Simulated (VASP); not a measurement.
# MgO (Fm-3m) in VASP: notebook

The runs below take MgO through relaxation of cell and atoms, single point, with PBE0, revPBE+D4.

All numbers are computed with VASP 6.6.1; they aren't measurements. Logs are shortened: lines on timing, memory, paths and dates and some standing lists are left out, and cuts for length are marked.

**1. The cell of the first run**

The structure is cubic, space group Fm-3m (No. 225). Conventional cell: a = 4.194 Å, b = 4.194 Å, c = 4.194 Å, α = 90.00°, β = 90.00°, γ = 90.00°. Mg (site symmetry m-3m) has 6 O at 2.10 Å within 2.8 Å. Within 2.8 Å of O (site symmetry m-3m) lie 6 Mg at 2.10 Å.

**2. Relaxation of cell and atoms, PBE0**

POSCAR reads:

```
MgO
1.0
    0.0000000000      2.0970013927      2.0970013927
    2.0970013927      0.0000000000      2.0970013927
    2.0970013927      2.0970013927      0.0000000000
Mg O
1 1
Direct
    0.0000000000      0.0000000000      0.0000000000
    0.5000000000      0.5000000000      0.5000000000
```

INCAR.step1 reads:

```
PREC     = Accurate       # precision mode
ENCUT    = 600            # plane-wave cutoff, eV
EDIFF    = 1E-5           # SCF threshold, eV
ISMEAR   = -1             # smearing method
SIGMA    = 0.05           # smearing width, eV
LREAL    = False          # projectors in reciprocal space
LASPH    = True           # aspherical terms in the spheres
NELM     = 100            # most SCF steps
ALGO     = Normal         # electronic algorithm
LWAVE    = True           # write WAVECAR
LCHARG   = False          # write CHGCAR
GGA      = PE             # functional
NBANDS   = 11             # bands
```

INCAR.step2 reads:

```
PREC     = Accurate       # precision mode
ENCUT    = 600            # plane-wave cutoff, eV
EDIFF    = 1E-6           # SCF threshold, eV
ISMEAR   = -1             # smearing method
SIGMA    = 0.05           # smearing width, eV
LREAL    = False          # projectors in reciprocal space
LASPH    = True           # aspherical terms in the spheres
NELM     = 100            # most SCF steps
ALGO     = Normal         # electronic algorithm
ISIF     = 3              # what is computed and relaxed
LWAVE    = False          # write WAVECAR
LCHARG   = False          # write CHGCAR
GGA      = PE             # functional
LHFCALC  = True           # exact exchange
AEXX     = 0.25           # exact-exchange fraction
PRECFOCK = Normal       
IBRION   = 2              # ionic algorithm
NSW      = 60             # ionic steps
EDIFFG   = -0.01          # ionic threshold
ISTART   = 1
```

KPOINTS reads:

```
Automatic mesh
0
Gamma
  6 6 6
```

Potentials or basis: VASP PAW PBE potentials, release 64 (Mg, O).

Run with:

```console
cat potpaw_PBE.64/Mg/POTCAR potpaw_PBE.64/O/POTCAR > POTCAR
cp INCAR.step1 INCAR
mpirun -np 1 vasp_std > vasp.out
cp INCAR.step2 INCAR
mpirun -np 1 vasp_std > vasp.out
```

OUTCAR:

```text
PREC = Accurate
   ENCUT = 600
   EDIFF = 1E-6
   ISMEAR = -1
   LREAL = False
   LASPH = True
   NELM = 100
   ISIF = 3
   GGA = PE
   LHFCALC = True
   AEXX = 0.25
   PRECFOCK = Normal
   IBRION = 2
   NSW = 60
   EDIFFG = -0.01
   ISTART = 1

 ion  position               nearest neighbor table
   1  0.000  0.000  0.000-   2 2.10   2 2.10   2 2.10   2 2.10   2 2.10   2 2.10
   2  0.500  0.500  0.500-   1 2.10   1 2.10   1 2.10   1 2.10   1 2.10   1 2.10

  LATTYP: Found a face centered cubic cell.
 ALAT       =     4.1940027854

  Lattice vectors:

 A1 = (   0.0000000000,   2.0970013927,   2.0970013927)
 A2 = (   2.0970013927,   0.0000000000,   2.0970013927)
 A3 = (   2.0970013927,   2.0970013927,   0.0000000000)

Analysis of symmetry for initial positions (statically):
=====================================================================
 Subroutine PRICEL returns:
 Original cell was already a primitive cell.

 Routine SETGRP: Setting up the symmetry group for a
 face centered cubic supercell.

 Subroutine GETGRP returns: Found 48 space group operations
 (whereof 48 operations were pure point group operations)
 out of a pool of 48 trial point group operations.

The static configuration has the point symmetry O_h .

Analysis of symmetry for dynamics (positions and initial velocities):
=====================================================================
 Subroutine PRICEL returns:
 Original cell was already a primitive cell.

 Routine SETGRP: Setting up the symmetry group for a
 face centered cubic supercell.

 Subroutine GETGRP returns: Found 48 space group operations
 (whereof 48 operations were pure point group operations)
 out of a pool of 48 trial point group operations.

The dynamic configuration has the point symmetry O_h .

 Subroutine INISYM returns: Found 48 space group operations
 (whereof 48 operations are pure point group operations),
 and found     1 'primitive' translations

----------------------------------------------------------------------------------------

                                     Primitive cell

  volume of cell :      18.4428

  direct lattice vectors                    reciprocal lattice vectors
     0.000000000  2.097001393  2.097001393    -0.238435702  0.238435702  0.238435702
     2.097001393  0.000000000  2.097001393     0.238435702 -0.238435702  0.238435702
     2.097001393  2.097001393  0.000000000     0.238435702  0.238435702 -0.238435702

  length of vectors
     2.965607810  2.965607810  2.965607810     0.412982751  0.412982751  0.412982751

  position of ions in fractional coordinates (direct lattice)
     0.000000000  0.000000000  0.000000000
     0.500000000  0.500000000  0.500000000

  ion indices of the primitive-cell ions
   primitive index   ion index
                 1           1
                 2           2

----------------------------------------------------------------------------------------

 KPOINTS: Automatic mesh

Automatic generation of k-mesh.
 Grid dimensions read from file:
 generate k-points for:    6    6    6

 Generating k-lattice:

  Cartesian coordinates                     Fractional coordinates (reciprocal lattice)
    -0.039739284  0.039739284  0.039739284     0.166666667  0.000000000  0.000000000
     0.039739284 -0.039739284  0.039739284     0.000000000  0.166666667  0.000000000
     0.039739284  0.039739284 -0.039739284     0.000000000  0.000000000  0.166666667

  Length of vectors
     0.068830458  0.068830458  0.068830458

  Shift w.r.t. Gamma in fractional coordinates (k-lattice)
[... 55 lines left out ...]
   NUPDOWN=      -1.0000    fix difference up-down
   EMIN   =  10.00;   EMAX   =-10.00  energy-range for DOS
   EFERMI =   0.00;   METHOD = LEGACY
   ISMEAR =    -1;   SIGMA  =   0.05  broadening in eV -4-tet -1-fermi 0-gaus
   EFERMI_NEDOS =   21; number of points for ismear=-14 and -15
   IALGO  =     38    algorithm
   IMIX   =      1    mixing-type and parameters
     AMIX     =   0.40;   BMIX     =  1.00
     AMIX_MAG =   1.60;   BMIX_MAG =  1.00
  volume/ion in A,a.u.               =       9.22        62.23
  Fermi-wavevector in a.u.,A,eV,Ry     =   1.239261  2.341864 20.895389  1.535768
  Thomas-Fermi vector in A             =   2.373752
   LORBIT       =      0    0 simple, 1 ext, 2 COOP (PROOUT), +10 PAW based schemes
   GGA     = PE    functional components
   LHFCALC =     T    Hartree Fock is set to
   PRECFOCK=normal    Normal, Fast or Accurate (Low or Medium for compatibility)
   ENCUT4O =  -1.0   cutoff for four orbital integrals eV
   NKREDX  =     1    reduce k-point grid by
   NKREDY  =     1    reduce k-point grid by
   NKREDZ  =     1    reduce k-point grid by
   AEXX    =    0.2500 exact exchange contribution
   HFSCREEN=    0.0000 screening length (either q_TF or 0.3 A-1)
   HFSCREENC=   0.0000 screening length for correlation (either q_TF or 0.3 A-1)
   ENCUTFOCK=  -1.0 apply spherical cutoff to Coloumb kernel
   IVDW    =     0    specifies the selected vdW correction
   LEPSILON=     F    determine dielectric tensor
   LRPA    =     F    only Hartree local field effects (RPA)
 conjugate gradient relaxation of ions
 non-spin polarized calculation
  energy-cutoff  :      600.00
  volume of cell :       18.44
 maximum number of plane-waves:       636
  NGX = 18; NGY = 18; NGZ = 18

--------------------------------------- Ionic step        1  -------------------------------------------

 number of electron       8.0000004 magnetization

 Free energy of the ion-electron system (eV)
  ---------------------------------------------------
  ext. energy  EPLUGINS =         0.00000000
  ---------------------------------------------------
  free energy    TOTEN  =       -14.79598268 eV

  energy without entropy =      -14.79598268  energy(sigma->0) =      -14.79598268

------------------------ aborting loop because EDIFF is reached ----------------------------------------

  FORCE on cell =-STRESS in cart. coord.  units (eV):
  Direction    XX          YY          ZZ          XY          YZ          ZX
  --------------------------------------------------------------------------------------
  -------------------------------------------------------------------------------------
  Total        0.0357940      0.0357940      0.0357940     -0.0000000     -0.0000000      0.0000000
  in kB        3.1095269      3.1095269      3.1095269     -0.0000000     -0.0000000      0.0000000
  external PRESSURE =       3.1095269 kB  Pullay stress =       0.0000000 kB

 VOLUME and BASIS-vectors are now :
 -----------------------------------------------------------------------------
  energy-cutoff  :      600.00
  volume of cell :       18.44
      direct lattice vectors                 reciprocal lattice vectors
     0.000000000  2.097001393  2.097001393    -0.238435702  0.238435702  0.238435702
     2.097001393  0.000000000  2.097001393     0.238435702 -0.238435702  0.238435702
     2.097001393  2.097001393  0.000000000     0.238435702  0.238435702 -0.238435702

 POSITION                                       TOTAL-FORCE (eV/Angst)
 -----------------------------------------------------------------------------------
      0.00000      0.00000      0.00000        -0.000000      0.000000     -0.000000
      2.09700      2.09700      2.09700         0.000000     -0.000000      0.000000
 -----------------------------------------------------------------------------------
    total drift:                                0.000000      0.000000      0.000000

  FREE ENERGIE OF THE ION-ELECTRON SYSTEM (eV)
  ---------------------------------------------------
  free  energy   TOTEN  =       -14.7959826763 eV

  energy  without entropy=      -14.7959826763  energy(sigma->0) =      -14.79598268

--------------------------------------- Ionic step        2  -------------------------------------------

 number of electron       8.0000004 magnetization

 Free energy of the ion-electron system (eV)
  ---------------------------------------------------
  ext. energy  EPLUGINS =         0.00000000
  ---------------------------------------------------
  free energy    TOTEN  =       -14.79601143 eV

  energy without entropy =      -14.79601143  energy(sigma->0) =      -14.79601143

 E-fermi :   2.7249     XC(G=0):  -8.7323

 val. band max:        1.6117457659   @ k =   0.0000   0.0000   0.0000
 cond. band min:       8.9234274529   @ k =   0.0000   0.0000   0.0000
 fundamental gap:      7.3116816870
 Fermi energy:         2.7248761070

 k-point     1 :       0.0000    0.0000    0.0000
  band No.  band energies     occupation
      1     -17.2839      2.00000
      2       1.6117      2.00000
      3       1.6117      2.00000
      4       1.6117      2.00000
      5       8.9234      0.00000
      6      20.2233      0.00000
      7      20.2233      0.00000
      8      20.2233      0.00000
[... 155 lines left out ...]
 k-point    16 :      -0.3333    0.5000    0.1667
  band No.  band energies     occupation
      1     -15.5864      2.00000
      2      -2.2667      2.00000
      3      -0.8350      2.00000
      4      -0.2108      2.00000
      5      14.8518      0.00000
      6      15.9154      0.00000
      7      17.1199      0.00000
      8      21.2469      0.00000

------------------------ aborting loop because EDIFF is reached ----------------------------------------

  FORCE on cell =-STRESS in cart. coord.  units (eV):
  Direction    XX          YY          ZZ          XY          YZ          ZX
  --------------------------------------------------------------------------------------
  -------------------------------------------------------------------------------------
  Total       -0.0121852     -0.0121852     -0.0121852     -0.0000000     -0.0000000      0.0000000
  in kB       -1.0558241     -1.0558241     -1.0558241     -0.0000000     -0.0000000      0.0000000
  external PRESSURE =      -1.0558241 kB  Pullay stress =       0.0000000 kB

 VOLUME and BASIS-vectors are now :
 -----------------------------------------------------------------------------
  energy-cutoff  :      600.00
  volume of cell :       18.49
      direct lattice vectors                 reciprocal lattice vectors
     0.000000000  2.098811940  2.098811940    -0.238230015  0.238230015  0.238230015
     2.098811940  0.000000000  2.098811940     0.238230015 -0.238230015  0.238230015
     2.098811940  2.098811940  0.000000000     0.238230015  0.238230015 -0.238230015

 POSITION                                       TOTAL-FORCE (eV/Angst)
 -----------------------------------------------------------------------------------
      4.19762      2.09881      2.09881        -0.000000      0.000000     -0.000000
      2.09881      2.09881      2.09881         0.000000     -0.000000      0.000000
 -----------------------------------------------------------------------------------
    total drift:                                0.000000      0.000000      0.000000

  FREE ENERGIE OF THE ION-ELECTRON SYSTEM (eV)
  ---------------------------------------------------
  free  energy   TOTEN  =       -14.7960114299 eV

  energy  without entropy=      -14.7960114299  energy(sigma->0) =      -14.79601143

 reached required accuracy - stopping structural energy minimisation
```

Run time: 4.4 min. Hardware: 1 thread of Intel Xeon 6975P-C (Granite Rapids), shared host; peak memory 0.16 GiB.

Results:

```
Free energy                            : -14.7960 eV
Relaxed volume                         : 9.25 Å³/atom
Relaxed cell                           : a = 2.968 Å, b = 2.968 Å, c = 2.968 Å, α = 60.00°, β = 60.00°, γ = 60.00°
Space group after relaxing (to 0.05 Å) : Fm-3m (No. 225)
Energy gained by relaxing              : 0.0 meV/atom
Ionic steps                            : 2
Pressure after relaxing                : -0.1 GPa
Band gap on the k mesh                 : 7.31 eV, direct
```

Final structure:
```cif
data_structure
_symmetry_space_group_name_H-M 'P 1'
_symmetry_Int_Tables_number 1
_cell_length_a 2.9682
_cell_length_b 2.9682
_cell_length_c 2.9682
_cell_angle_alpha 60.000
_cell_angle_beta 60.000
_cell_angle_gamma 60.000
_cell_volume 18.49
loop_
_atom_site_label
_atom_site_type_symbol
_atom_site_fract_x
_atom_site_fract_y
_atom_site_fract_z
_atom_site_occupancy
Mg1 Mg 0.00000 0.00000 0.00000 1
O1 O 0.50000 0.50000 0.50000 1
```

Levels at points of the mesh, in eV from the valence-band top:
```csv
k point,band 1,band 2,band 3,band 4,band 5,band 6,band 7,band 8
"(0.00, 0.00, 0.00)",-18.90,0.00,0.00,0.00,7.31,18.61,18.61,18.61
"(0.50, 0.00, 0.00)",-17.52,-5.00,-0.73,-0.73,10.51,15.78,19.23,19.23
"(0.50, 0.50, 0.00)",-17.24,-4.45,-1.49,-1.49,11.64,12.76,16.26,22.33
```

Caveat: the k points lie up to 0.43 Å⁻¹ apart in the final cell; the PAW data sets were made with another functional, which shifts forces and pressure a little.

**3. Single point, revPBE+D4**

INCAR reads:

```
ALGO = Normal
EDIFF = 1E-6
ENCUT = 520
GGA = RE
ISIF = 2
ISMEAR = 0
IVDW = 13
LASPH = T
LCHARG = F
LREAL = F
LWAVE = F
NBANDS = 11
NELM = 60
PREC = Accurate
SIGMA = 0.1
```

KPOINTS reads:

```
k-points
0
Gamma
  11 11 11
```

POSCAR is that of step 2.

Potentials or basis: VASP PAW PBE potentials, release 64 (Mg, O).

Run with:

```console
cat potpaw_PBE.64/Mg/POTCAR potpaw_PBE.64/O/POTCAR > POTCAR
mpirun -np 1 vasp_std > vasp.out
```

It took 15 s on 1 thread of AMD EPYC 7R13 (Zen 3), shared host; peak memory 0.11 GiB.

The run converged. Its results:

```
Free energy                : -11.9680 eV
Pressure                   : 2.6 GPa
Band gap on the k mesh     : 4.93 eV, direct
Dispersion energy per atom : -0.339 eV
```

Levels at points of the mesh, in eV from the valence-band top:
```tsv
k point	band 2	band 3	band 4	band 5	band 6	band 7
(0.00, 0.00, 0.00)	0.00	0.00	0.00	4.93	15.97	15.97
```

Caveat: the PAW data sets were made with another functional, which shifts forces and pressure a little.
